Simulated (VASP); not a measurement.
Here is a VASP 6.6.1 calculation.

The input INCAR:

```
PREC     = Accurate       # precision mode
ENCUT    = 520            # plane-wave cutoff, eV
EDIFF    = 1E-7           # SCF threshold, eV
ISMEAR   = 0              # smearing method
SIGMA    = 0.15           # smearing width, eV
LREAL    = False          # projectors in reciprocal space
LASPH    = True           # aspherical terms in the spheres
NELM     = 100            # most SCF steps
ALGO     = Normal         # electronic algorithm
ISIF     = 2              # what is computed and relaxed
LWAVE    = False          # write WAVECAR
LCHARG   = False          # write CHGCAR
GGA      = PE             # functional
NBANDS   = 46             # bands
```

The input KPOINTS:

```
regular mesh
0
Gamma
  3 3 2
```

File POSCAR:

```
In3GaSb2N2
1.0
    4.8954891854      0.0000000000      0.0000000000
    0.0000000000      4.8954891854      0.0000000000
    0.0000000000      0.0000000000      8.9924698108
In Ga Sb N
3 1 2 2
Direct
    0.5000000000      0.5000000000      0.6261585061
    0.5000000000      0.0000000000      0.2074480770
    0.0000000000      0.5000000000      0.2074480770
    0.5000000000      0.5000000000      0.3326206481
    0.0000000000      0.0000000000     -0.0590276876
    0.5000000000      0.5000000000      0.9417108277
    0.5000000000      0.0000000000      0.9566332209
    0.0000000000      0.5000000000      0.9566332209
```

Potentials or basis: VASP PAW PBE potentials, release 64 (In_d, Ga_d, Sb, N).

Command:

```console
$ cat potpaw_PBE.64/In_d/POTCAR potpaw_PBE.64/Ga_d/POTCAR potpaw_PBE.64/Sb/POTCAR potpaw_PBE.64/N/POTCAR > POTCAR
$ mpirun -np 1 vasp_std > vasp.out
```

Problem. Predict the pressure.

Solution. 0.1 GPa.

Problem. Estimate the largest force.

Solution. 0.045 eV/Å.

Problem. Predict the band gap on the k mesh.

Solution. 0.21 eV, indirect (least direct gap 0.31 eV).

Stress tensor (GPa, compression positive):
```
-0.21  0.00  0.00
 0.00 -0.21  0.00
 0.00  0.00  0.73
```

Caveat: the k points lie up to 0.43 Å⁻¹ apart; spin-orbit coupling is left out, which moves the levels of the heavy elements. A k mesh can miss the band edges.
